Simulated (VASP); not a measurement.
# HfN (Fm-3m) in VASP: relaxation of the atoms with r2SCAN

Aim: the relaxation of the atoms of HfN with r2SCAN.

All numbers are computed with VASP 6.6.1; they aren't measurements. Logs are shortened: lines on timing, memory, paths and dates and some standing lists are left out, and cuts for length are marked.

### Step 1. The cell of the first run

Symmetry: Fm-3m, No. 225, cubic system. Conventional cell: a = 4.615 Å, b = 4.615 Å, c = 4.615 Å, α = 90.00°, β = 90.00°, γ = 90.00°. Hf (site symmetry m-3m) has 6 N at 2.31 Å within 3.0 Å. N (site symmetry m-3m) has 6 Hf at 2.31 Å within 3.0 Å.

### Step 2. Relaxation of the atoms, r2SCAN

POSCAR

```
HfN
1.0
    0.0000000000      2.3073246400      2.3073246400
    2.3073246400      0.0000000000      2.3073246400
    2.3073246400      2.3073246400      0.0000000000
Hf N
1 1
Direct
    0.0000000000      0.0000000000      0.0000000000
    0.5000000000      0.5000000000      0.5000000000
```

INCAR.step1

```
PREC     = Accurate       # precision mode
ENCUT    = 520            # plane-wave cutoff, eV
ISMEAR   = -1             # smearing method
SIGMA    = 0.1            # smearing width, eV
LREAL    = F              # projectors in reciprocal space
LASPH    = T              # aspherical terms in the spheres
NELM     = 80             # most SCF steps
GGA      = PE             # functional
ALGO     = Normal         # electronic algorithm
EDIFF    = 1E-4           # SCF threshold, eV
LWAVE    = T              # write WAVECAR
LCHARG   = F              # write CHGCAR
```

INCAR.step2

```
PREC     = Accurate       # precision mode
ENCUT    = 520            # plane-wave cutoff, eV
EDIFF    = 1E-7           # SCF threshold, eV
ISMEAR   = -1             # smearing method
SIGMA    = 0.1            # smearing width, eV
LREAL    = F              # projectors in reciprocal space
LASPH    = T              # aspherical terms in the spheres
NELM     = 80             # most SCF steps
ALGO     = Normal         # electronic algorithm
ISIF     = 2              # what is computed and relaxed
LWAVE    = F              # write WAVECAR
LCHARG   = F              # write CHGCAR
METAGGA  = R2SCAN         # meta-GGA
LMIXTAU  = T            
IBRION   = 2              # ionic algorithm
NSW      = 50             # ionic steps
EDIFFG   = -0.01          # ionic threshold
ISTART   = 1
```

KPOINTS

```
Automatic mesh
0
Gamma
  13 13 13
```

Potentials or basis: VASP PAW PBE potentials, release 64 (Hf_pv, N).

Started as:

```
$ cat potpaw_PBE.64/Hf_pv/POTCAR potpaw_PBE.64/N/POTCAR > POTCAR
$ cp INCAR.step1 INCAR
$ mpirun -np 1 vasp_std > vasp.out
$ cp INCAR.step2 INCAR
$ mpirun -np 1 vasp_std > vasp.out
```

OUTCAR:

```text
PREC = Accurate
   ENCUT = 520
   EDIFF = 1E-7
   ISMEAR = -1
   LREAL = F
   LASPH = T
   NELM = 80
   ISIF = 2
   METAGGA = R2SCAN
   IBRION = 2
   NSW = 50
   EDIFFG = -0.01
   ISTART = 1

 ion  position               nearest neighbor table
   1  0.000  0.000  0.000-   2 2.31   2 2.31   2 2.31   2 2.31   2 2.31   2 2.31
   2  0.500  0.500  0.500-   1 2.31   1 2.31   1 2.31   1 2.31   1 2.31   1 2.31

  LATTYP: Found a face centered cubic cell.
 ALAT       =     4.6146492800

  Lattice vectors:

 A1 = (   0.0000000000,   2.3073246400,   2.3073246400)
 A2 = (   2.3073246400,   0.0000000000,   2.3073246400)
 A3 = (   2.3073246400,   2.3073246400,   0.0000000000)

Analysis of symmetry for initial positions (statically):
=====================================================================
 Subroutine PRICEL returns:
 Original cell was already a primitive cell.

 Routine SETGRP: Setting up the symmetry group for a
 face centered cubic supercell.

 Subroutine GETGRP returns: Found 48 space group operations
 (whereof 48 operations were pure point group operations)
 out of a pool of 48 trial point group operations.

The static configuration has the point symmetry O_h .

Analysis of symmetry for dynamics (positions and initial velocities):
=====================================================================
 Subroutine PRICEL returns:
 Original cell was already a primitive cell.

 Routine SETGRP: Setting up the symmetry group for a
 face centered cubic supercell.

 Subroutine GETGRP returns: Found 48 space group operations
 (whereof 48 operations were pure point group operations)
 out of a pool of 48 trial point group operations.

The dynamic configuration has the point symmetry O_h .

 Subroutine INISYM returns: Found 48 space group operations
 (whereof 48 operations are pure point group operations),
 and found     1 'primitive' translations

----------------------------------------------------------------------------------------

                                     Primitive cell

  volume of cell :      24.5672

  direct lattice vectors                    reciprocal lattice vectors
     0.000000000  2.307324640  2.307324640    -0.216701192  0.216701192  0.216701192
     2.307324640  0.000000000  2.307324640     0.216701192 -0.216701192  0.216701192
     2.307324640  2.307324640  0.000000000     0.216701192  0.216701192 -0.216701192

  length of vectors
     3.263049799  3.263049799  3.263049799     0.375337475  0.375337475  0.375337475

  position of ions in fractional coordinates (direct lattice)
     0.000000000  0.000000000  0.000000000
     0.500000000  0.500000000  0.500000000

  ion indices of the primitive-cell ions
   primitive index   ion index
                 1           1
                 2           2

----------------------------------------------------------------------------------------

 KPOINTS: Automatic mesh

Automatic generation of k-mesh.
 Grid dimensions read from file:
 generate k-points for:   13   13   13

 Generating k-lattice:

  Cartesian coordinates                     Fractional coordinates (reciprocal lattice)
    -0.016669322  0.016669322  0.016669322     0.076923077  0.000000000  0.000000000
     0.016669322 -0.016669322  0.016669322     0.000000000  0.076923077  0.000000000
     0.016669322  0.016669322 -0.016669322     0.000000000  0.000000000  0.076923077

  Length of vectors
     0.028872113  0.028872113  0.028872113

  Shift w.r.t. Gamma in fractional coordinates (k-lattice)
     0.000000000  0.000000000  0.000000000

 Subroutine IBZKPT returns following result:
 ===========================================

 Found     84 irreducible k-points:

 Following reciprocal coordinates:
            Coordinates               Weight
  0.000000  0.000000  0.000000      1.000000
  0.076923  0.000000  0.000000      8.000000
  0.153846  0.000000  0.000000      8.000000
  0.230769  0.000000  0.000000      8.000000
  0.307692  0.000000  0.000000      8.000000
  0.384615  0.000000  0.000000      8.000000
[... 16 lines left out ...]
  0.384615  0.153846  0.000000     24.000000
  0.461538  0.153846  0.000000     24.000000
 [... further k-points ...]
   k-points           NKPTS =     84   k-points in BZ     NKDIM =     84   number of bands    NBANDS=     11
   number of dos      NEDOS =    301   number of ions     NIONS =      2
   total plane-waves  NPLWV =  13824
   dimension x,y,z NGX =    24 NGY =   24 NGZ =   24
   dimension x,y,z NGXF=    48 NGYF=   48 NGZF=   48
   ions per type =               1   1
   NGX,Y,Z   is equivalent  to a cutoff of  12.23, 12.23, 12.23 a.u.
   NGXF,Y,Z  is equivalent  to a cutoff of  24.46, 24.46, 24.46 a.u.
 SYSTEM =  unknown system
   PREC   = accura    normal or accurate (medium, high low for compatibility)
   ISTART =      1    job   : 0-new  1-cont  2-samecut
   ICHARG =      0    charge: 1-file 2-atom 10-const
   ISPIN  =      1    spin polarized calculation?
   LNONCOLLINEAR =      F non collinear calculations
   LSORBIT =      F    spin-orbit coupling
   LASPH  =      T    aspherical Exc in radial PAW
   ENCUT  =  520.0 eV  38.22 Ry    6.18 a.u.   6.07  6.07  6.07*2*pi/ulx,y,z
   NELM   =     80;   NELMIN=  2; NELMDL=  0     # of ELM steps
   EDIFF  = 0.1E-06   stopping-criterion for ELM
   LREAL  =      F    real-space projection
   EDIFFG = -.1E-01   stopping-criterion for IOM
   NSW    =     50    number of steps for IOM
   IBRION =      2    ionic relax: 0-MD 1-quasi-New 2-CG
   NFREE  =      1    steps in history (QN), initial steepest desc. (CG)
   ISIF   =      2    stress and relaxation
   ISYM   =      2    0-nonsym 1-usesym 2-fastsym
   POTIM  = 0.5000    time-step for ionic-motion
   TEBEG  =    0.0;   TEEND  =   0.0 temperature during run
   PSTRESS=    0.0 pullay stress
   NELECT =      15.0000    total number of electrons
   NUPDOWN=      -1.0000    fix difference up-down
   EMIN   =  10.00;   EMAX   =-10.00  energy-range for DOS
   EFERMI =   0.00;   METHOD = LEGACY
   ISMEAR =    -1;   SIGMA  =   0.10  broadening in eV -4-tet -1-fermi 0-gaus
   EFERMI_NEDOS =   21; number of points for ismear=-14 and -15
   IALGO  =     38    algorithm
   IMIX   =      4    mixing-type and parameters
     AMIX     =   0.40;   BMIX     =  1.00
     AMIX_MAG =   1.60;   BMIX_MAG =  1.00
  volume/ion in A,a.u.               =      12.28        82.89
  Fermi-wavevector in a.u.,A,eV,Ry     =   1.388843  2.624533 26.244079  1.928885
  Thomas-Fermi vector in A             =   2.512931
   LORBIT       =      0    0 simple, 1 ext, 2 COOP (PROOUT), +10 PAW based schemes
   METAGGA = R2SCAN    functional components
   LHFCALC =     F    Hartree Fock is set to
   AEXX    =    0.0000 exact exchange contribution
   IVDW    =     0    specifies the selected vdW correction
   LEPSILON=     F    determine dielectric tensor
   LRPA    =     F    only Hartree local field effects (RPA)
 conjugate gradient relaxation of ions
 non-spin polarized calculation
  energy-cutoff  :      520.00
  volume of cell :       24.57
 maximum number of plane-waves:       672
   NGX = 13   NGY = 13   NGZ = 13

 number of electron      15.0000000 magnetization

 Free energy of the ion-electron system (eV)
  ---------------------------------------------------
  ext. energy  EPLUGINS =         0.00000000
  ---------------------------------------------------
  free energy    TOTEN  =       -58.15683893 eV

  energy without entropy =      -58.13578097  energy(sigma->0) =      -58.14630995

 E-fermi :   7.9942     XC(G=0): -13.1916

 val. band max:        7.9308869209   @ k =  -0.1538   0.2308   0.0769
 cond. band min:       8.0194324789   @ k =   0.1538   0.0000   0.0000
 fundamental gap:      0.0885455580
 Fermi energy:         7.9941504871

 k-point     1 :       0.0000    0.0000    0.0000
  band No.  band energies     occupation
      1     -24.8152      2.00000
      2     -24.8152      2.00000
      3     -24.8152      2.00000
      4     -10.3410      2.00000
      5       4.6338      2.00000
      6       4.6338      2.00000
      7       4.6338      2.00000
      8       7.6634      1.92934
      9       7.6634      1.92934
     10       7.6634      1.92934
     11       9.4332      0.00000

 k-point     2 :       0.0769    0.0000    0.0000
  band No.  band energies     occupation
      1     -24.8622      2.00000
      2     -24.8192      2.00000
      3     -24.8192      2.00000
      4     -10.2230      2.00000
      5       4.0712      2.00000
      6       4.3238      2.00000
      7       4.3238      2.00000
      8       7.7954      1.75904
      9       7.8493      1.61946
     10       7.8493      1.61946
     11       9.8777      0.00000

 k-point     3 :       0.1538    0.0000    0.0000
  band No.  band energies     occupation
      1     -24.9899      2.00000
      2     -24.8300      2.00000
      3     -24.8300      2.00000
      4      -9.8904      2.00000
      5       2.8948      2.00000
      6       3.6487      2.00000
      7       3.6487      2.00000
      8       8.0194      0.87426
      9       8.3330      0.06531
     10       8.3330      0.06531
     11      10.9255      0.00000
[... 267 lines left out ...]
 k-point    23 :       0.3846    0.1538    0.0000
  band No.  band energies     occupation
      1     -25.3694      2.00000
      2     -24.9313      2.00000
      3     -24.9245      2.00000
      4      -8.7426      2.00000
      5       0.3190      2.00000
      6       2.1933      2.00000
      7       2.6712      2.00000
      8       7.5966      1.96315
      9      11.2397      0.00000
     10      11.3436      0.00000
     11      12.7080      0.00000

 k-point    24 :       0.4615    0.1538    0.0000
  band No.  band energies     occupation
      1     -25.4678      2.00000
      2     -24.9620      2.00000
      3     -24.9254      2.00000
      4      -8.4179      2.00000
      5      -0.1326      2.00000
      6       1.8568      2.00000
      7       2.2232      2.00000
      8       8.4932      0.01351
      9      11.5218      0.00000
     10      11.7278      0.00000
     11      13.4173      0.00000

 [... further k-points ...]

------------------------ aborting loop because EDIFF is reached ----------------------------------------

  FORCE on cell =-STRESS in cart. coord.  units (eV):
  Direction    XX          YY          ZZ          XY          YZ          ZX
  --------------------------------------------------------------------------------------
  -------------------------------------------------------------------------------------
  Total       -2.6025404     -2.6025404     -2.6025404      0.0000000      0.0000000      0.0000000
  in kB     -169.7274014   -169.7274014   -169.7274014      0.0000000      0.0000000      0.0000000
  external PRESSURE =    -169.7274014 kB  Pullay stress =       0.0000000 kB

 VOLUME and BASIS-vectors are now :
 -----------------------------------------------------------------------------
  energy-cutoff  :      520.00
  volume of cell :       24.57
      direct lattice vectors                 reciprocal lattice vectors
     0.000000000  2.307324640  2.307324640    -0.216701192  0.216701192  0.216701192
     2.307324640  0.000000000  2.307324640     0.216701192 -0.216701192  0.216701192
     2.307324640  2.307324640  0.000000000     0.216701192  0.216701192 -0.216701192

 POSITION                                       TOTAL-FORCE (eV/Angst)
 -----------------------------------------------------------------------------------
      0.00000      0.00000      0.00000        -0.000000     -0.000000     -0.000000
      2.30732      2.30732      2.30732         0.000000      0.000000      0.000000
 -----------------------------------------------------------------------------------
    total drift:                                0.000000     -0.000000     -0.000000

  FREE ENERGIE OF THE ION-ELECTRON SYSTEM (eV)
  ---------------------------------------------------
  free  energy   TOTEN  =       -58.1568389302 eV

  energy  without entropy=      -58.1357809700  energy(sigma->0) =      -58.14630995

 reached required accuracy - stopping structural energy minimisation
```

Wall time 52 s (1 thread of Intel Xeon Platinum 8259CL at 2.50GHz (Skylake/Cascade Lake), shared host); peak memory 0.16 GiB.

Results:

| Quantity | Value |
| --- | --- |
| Free energy | -58.1568 eV |
| Pressure after relaxing | -17.0 GPa |
| Band gap on the k mesh | zero (an odd number of electrons rules out a gap without spin polarisation) |

Final structure:
```yaml
crystal:
  lattice:
    - [0.00000, 2.30732, 2.30732]
    - [2.30732, 0.00000, 2.30732]
    - [2.30732, 2.30732, 0.00000]
  atoms:
    - { symbol: Hf, position: [0.00000, 0.00000, 0.00000] }
    - { symbol: N, position: [0.50000, 0.50000, 0.50000] }
```

Levels at points of the mesh, in eV from the Fermi level:
```csv
k point,band 4,band 5,band 6,band 7,band 8,band 9,band 10,band 11
"(0.00, 0.00, 0.00)",-18.34,-3.36,-3.36,-3.36,-0.33,-0.33,-0.33,1.44
```

Caveat: the relaxation stopped at its first step, so nothing moved; the PAW data sets were made with another functional, which shifts forces and pressure a little; spin-orbit coupling is left out, which moves the levels of the heavy elements.
